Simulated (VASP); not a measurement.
# HfH5 (Cmmm) in VASP: relaxation of cell and atoms with PBE

Aim: the relaxation of cell and atoms of HfH5 with PBE.

Everything below comes from runs of VASP 6.6.1. Logs are shortened: lines on timing, memory, paths and dates and some standing lists are left out, and cuts for length are marked.

### Step 1. The cell of the first run

Symmetry: Cmmm, No. 65, orthorhombic system. The conventional cell has a = 4.728 Å, b = 4.926 Å, c = 4.186 Å, α = 90.00°, β = 90.00°, γ = 90.00°. Hf (site symmetry mmm) has 10 H at 1.99 to 2.09 Å within 2.6 Å. Within 2.6 Å of H (site symmetry 2) lie 2 Hf at 1.99 Å and 8 H at 2.01 to 2.46 Å. H (site symmetry mmm) has 8 H at 2.01 Å and 2 Hf at 2.09 Å within 2.7 Å.

The cell was generated, and may not be a known phase.

### Step 2. Relaxation of cell and atoms, PBE

INCAR

```
ALGO = Fast ; EDIFF = 1E-6
EDIFFG = -0.01 ; ENCUT = 600
GGA = PE ; IBRION = 2
ISIF = 3 ; ISMEAR = 0
LASPH = True ; LCHARG = False
LREAL = False ; LWAVE = False
NELM = 60 ; NSW = 100
PREC = Accurate ; SIGMA = 0.1
```

KPOINTS

```
k-points
0
Gamma
  12 12 10
```

POSCAR

```
HfH5
1.0
    2.3640182407     -2.4629840801      0.0000000000
    2.3640182407      2.4629840801      0.0000000000
    0.0000000000      0.0000000000      4.1862916594
Hf H
1 5
Direct
    0.0000000000      0.0000000000      0.0000000000
    0.0000000000      0.5000000000      0.2459268640
    0.5000000000      0.0000000000      0.7540731360
    0.0000000000      0.5000000000      0.7540731360
    0.5000000000      0.0000000000      0.2459268640
    0.0000000000      0.0000000000      0.5000000000
```

Potentials or basis: VASP PAW PBE potentials, release 64 (Hf_pv, H).

The run is started by

```sh
cat potpaw_PBE.64/Hf_pv/POTCAR potpaw_PBE.64/H/POTCAR > POTCAR
mpirun -np 1 vasp_std > vasp.out
```

OUTCAR:

```text
EDIFF = 1E-6
   EDIFFG = -0.01
   ENCUT = 600
   GGA = PE
   IBRION = 2
   ISIF = 3
   ISMEAR = 0
   LASPH = True
   LREAL = False
   NELM = 60
   NSW = 100
   PREC = Accurate

 ion  position               nearest neighbor table
   1  0.000  0.000  0.000-   2 1.99   3 1.99   4 1.99   5 1.99   2 1.99   4 1.99   3 1.99   5 1.99
                             6 2.09   6 2.09
   2  0.000  0.500  0.246-   1 1.99   1 1.99
   3  0.500  0.000  0.754-   1 1.99   1 1.99
   4  0.000  0.500  0.754-   1 1.99   1 1.99
   5  0.500  0.000  0.246-   1 1.99   1 1.99
   6  0.000  0.000  0.500-   1 2.09   1 2.09

  LATTYP: Found a base centered orthorhombic cell.
 ALAT       =     4.7280364814
 B/A-ratio  =     1.0418633992
 C/A-ratio  =     0.8854186460

  Lattice vectors:

 A1 = (   2.3640182407,  -2.4629840801,   0.0000000000)
 A2 = (   2.3640182407,   2.4629840801,   0.0000000000)
 A3 = (   0.0000000000,   0.0000000000,   4.1862916594)

Analysis of symmetry for initial positions (statically):
=====================================================================
 Subroutine PRICEL returns:
 Original cell was already a primitive cell.

 Routine SETGRP: Setting up the symmetry group for a
 base centered orthorhombic supercell.

 Subroutine GETGRP returns: Found  8 space group operations
 (whereof  8 operations were pure point group operations)
 out of a pool of  8 trial point group operations.

The static configuration has the point symmetry D_2h.

Analysis of symmetry for dynamics (positions and initial velocities):
=====================================================================
 Subroutine PRICEL returns:
 Original cell was already a primitive cell.

 Routine SETGRP: Setting up the symmetry group for a
 base centered orthorhombic supercell.

 Subroutine GETGRP returns: Found  8 space group operations
 (whereof  8 operations were pure point group operations)
 out of a pool of  8 trial point group operations.

The dynamic configuration has the point symmetry D_2h.

 Subroutine INISYM returns: Found  8 space group operations
 (whereof  8 operations are pure point group operations),
 and found     1 'primitive' translations

----------------------------------------------------------------------------------------

                                     Primitive cell

  volume of cell :      48.7497

  direct lattice vectors                    reciprocal lattice vectors
     2.364018241 -2.462984080  0.000000000     0.211504290 -0.203005778  0.000000000
     2.364018241  2.462984080  0.000000000     0.211504290  0.203005778  0.000000000
[... 109 lines left out ...]
   EFERMI_NEDOS =   21; number of points for ismear=-14 and -15
   IALGO  =     68    algorithm
   IMIX   =      4    mixing-type and parameters
     AMIX     =   0.40;   BMIX     =  1.00
     AMIX_MAG =   1.60;   BMIX_MAG =  1.00
  volume/ion in A,a.u.               =       8.12        54.83
  Fermi-wavevector in a.u.,A,eV,Ry     =   1.105218  2.088559 16.619609  1.221507
  Thomas-Fermi vector in A             =   2.241702
   LORBIT       =      0    0 simple, 1 ext, 2 COOP (PROOUT), +10 PAW based schemes
   GGA     = PE    functional components
   LHFCALC =     F    Hartree Fock is set to
   AEXX    =    0.0000 exact exchange contribution
   IVDW    =     0    specifies the selected vdW correction
   LEPSILON=     F    determine dielectric tensor
   LRPA    =     F    only Hartree local field effects (RPA)
 conjugate gradient relaxation of ions
 non-spin polarized calculation
 RMM-DIIS sequential band-by-band and
 Gauss-broadening in eV      SIGMA  =   0.10
  energy-cutoff  :      600.00
  volume of cell :       48.75
 maximum number of plane-waves:      1652
   NGX = 13   NGY = 13   NGZ = 17

--------------------------------------- Ionic step        1  -------------------------------------------

 number of electron      15.0000001 magnetization

 Free energy of the ion-electron system (eV)
  ---------------------------------------------------
  ext. energy  EPLUGINS =         0.00000000
  ---------------------------------------------------
  free energy    TOTEN  =       -26.05249155 eV

  energy without entropy =      -26.05053342  energy(sigma->0) =      -26.05151248

------------------------ aborting loop because EDIFF is reached ----------------------------------------

  FORCE on cell =-STRESS in cart. coord.  units (eV):
  Direction    XX          YY          ZZ          XY          YZ          ZX
  --------------------------------------------------------------------------------------
  -------------------------------------------------------------------------------------
  Total        0.0173881     -0.3116512     -0.1020729     -0.0000000      0.0000000      0.0000000
  in kB        0.5714659    -10.2425344     -3.3546637     -0.0000000      0.0000000      0.0000000
  external PRESSURE =      -4.3419108 kB  Pullay stress =       0.0000000 kB
[... 307 lines left out ...]
--------------------------------------- Ionic step        9  -------------------------------------------

 number of electron      15.0000002 magnetization

 Free energy of the ion-electron system (eV)
  ---------------------------------------------------
  ext. energy  EPLUGINS =         0.00000000
  ---------------------------------------------------
  free energy    TOTEN  =       -26.05592629 eV

  energy without entropy =      -26.05402257  energy(sigma->0) =      -26.05497443

 E-fermi :   0.6553     XC(G=0):  -9.5327

 val. band max:        0.6509344070   @ k =   0.4167   0.4167   0.2000
 cond. band min:       0.6817796299   @ k =   0.5000   0.4167   0.4000
 fundamental gap:      0.0308452229
 Fermi energy:         0.6552869625

 k-point     1 :       0.0000    0.0000    0.0000
  band No.  band energies     occupation
      1     -29.1819      2.00000
      2     -29.1797      2.00000
      3     -29.1754      2.00000
      4      -7.9158      2.00000
      5      -3.5854      2.00000
      6      -1.9151      2.00000
      7      -0.5703      2.00000
      8       3.3219      0.00000
      9       4.2358      0.00000
     10       4.2373      0.00000
     11       5.6211      0.00000
[... 309 lines left out ...]
 k-point    24 :      -0.4167    0.1667    0.0000
  band No.  band energies     occupation
      1     -29.4225      2.00000
      2     -29.2308      2.00000
      3     -29.1336      2.00000
      4      -5.7884      2.00000
      5      -3.1092      2.00000
      6      -1.7781      2.00000
      7      -1.5624      2.00000
      8       0.1648      2.00000
      9       2.6006      0.00000
     10       6.2603      0.00000
     11       6.2813      0.00000

 [... further k-points ...]
[... 5 lines left out ...]
  --------------------------------------------------------------------------------------
  -------------------------------------------------------------------------------------
  Total        0.0153044      0.0054233     -0.0205585     -0.0000000      0.0000000      0.0000000
  in kB        0.5054146      0.1790986     -0.6789250     -0.0000000      0.0000000      0.0000000
  external PRESSURE =       0.0018628 kB  Pullay stress =       0.0000000 kB
[... 21 lines left out ...]
  FREE ENERGIE OF THE ION-ELECTRON SYSTEM (eV)
  ---------------------------------------------------
  free  energy   TOTEN  =       -26.0559262869 eV

  energy  without entropy=      -26.0540225697  energy(sigma->0) =      -26.05497443

 reached required accuracy - stopping structural energy minimisation
```

CONTCAR:

```text
HfH5
   1.00000000000000
     2.4052828814106424   -2.4106766641036086    0.0000000000000000
     2.4052828814106424    2.4106766641036086    0.0000000000000000
     0.0000000000000000    0.0000000000000000    4.1835447143850892
  Hf              H
     1     5
Direct
     1.0000000000000000    0.0000000000000000    0.0000000000000000
     0.0000000000000000    0.5000000000000000    0.2466158762406885
     0.5000000000000000    1.0000000000000000    0.7533841237593115
     0.0000000000000000    0.5000000000000000    0.7533841237593115
     0.5000000000000000    0.0000000000000000    0.2466158762406885
     1.0000000000000000    0.0000000000000000    0.5000000000000000

  0.00000000E+00  0.00000000E+00  0.00000000E+00
  0.00000000E+00  0.00000000E+00  0.00000000E+00
  0.00000000E+00  0.00000000E+00  0.00000000E+00
  0.00000000E+00  0.00000000E+00  0.00000000E+00
  0.00000000E+00  0.00000000E+00  0.00000000E+00
  0.00000000E+00  0.00000000E+00  0.00000000E+00
```

It took 12 min on 1 thread of Oxide Virtual Turin-like, shared host; peak memory 0.3 GiB.

Results:

| Quantity | Value |
| --- | --- |
| Free energy | -26.0559 eV |
| Relaxed volume | 8.09 Å³/atom |
| Relaxed cell | a = 3.405 Å, b = 3.405 Å, c = 4.184 Å, α = 90.00°, β = 90.00°, γ = 90.13° |
| Space group after relaxing (to 0.1 Å) | P4/mmm (No. 123) |
| Energy gained by relaxing | 0.6 meV/atom |
| Ionic steps | 9 |
| Pressure after relaxing | 0.0 GPa |
| Largest force after relaxing | 0.006 eV/Å |
| Band gap on the k mesh | zero (an odd number of electrons rules out a gap without spin polarisation) |

Forces on the atoms (eV/Å):
```
Hf   0.000  0.000  0.000
H    0.000  0.000 -0.006
H    0.000  0.000  0.006
H    0.000  0.000  0.006
H    0.000  0.000 -0.006
H    0.000  0.000  0.000
```

The path:
```
step  energy change (eV)  largest force (eV/Å)  pressure (GPa)  volume (Å³)
   1              0.0000                0.0098           -0.43        48.75
   2             -0.0007                0.0030           -0.08        48.59
   3             -0.0009                0.0250            0.48        48.33
   4             -0.0010                0.0187            0.34        48.41
   5             -0.0016                0.0153            0.30        48.42
   6             -0.0028                0.0051            0.16        48.46
   7             -0.0030                0.0169           -0.12        48.53
   8             -0.0033                0.0064            0.02        48.50
   9             -0.0034                0.0055            0.00        48.52
```

Final structure:
```xyz
6
Lattice="2.4053 -2.4107 0.0000 2.4053 2.4107 0.0000 0.0000 0.0000 4.1835" Properties=species:S:1:pos:R:3 pbc="T T T"
Hf    2.4053   -2.4107    0.0000
H     1.2026    1.2053    1.0317
H     3.6079    1.2053    3.1518
H     1.2026    1.2053    3.1518
H     1.2026   -1.2053    1.0317
H     2.4053   -2.4107    2.0918
```

Levels at points of the mesh, in eV from the Fermi level:
```tsv
k point	band 4	band 5	band 6	band 7	band 8	band 9	band 10	band 11
(0.00, 0.00, 0.00)	-8.57	-4.24	-2.57	-1.23	2.67	3.58	3.58	4.97
(0.50, 0.00, 0.00)	-6.75	-3.97	-2.61	-2.36	0.64	2.98	3.88	5.95
(0.50, 0.50, 0.00)	-3.71	-3.09	-3.07	-2.24	-2.22	-0.54	5.63	6.94
(0.00, 0.00, 0.50)	-6.67	-5.74	-3.79	0.86	2.58	2.85	2.85	2.91
(0.50, 0.00, 0.50)	-4.95	-4.35	-3.96	-2.43	2.64	3.01	3.10	3.28
(0.50, 0.50, 0.50)	-3.81	-3.79	-1.57	-1.55	-1.52	-0.16	3.38	5.65
```

Caveat: spin-orbit coupling is left out, which moves the levels of the heavy elements; an odd number of electrons without spin polarisation forces a metal; a magnetic or distorted state may lie lower.

The gap in the log of VASP goes by the Fermi energy; the results here count the filled bands.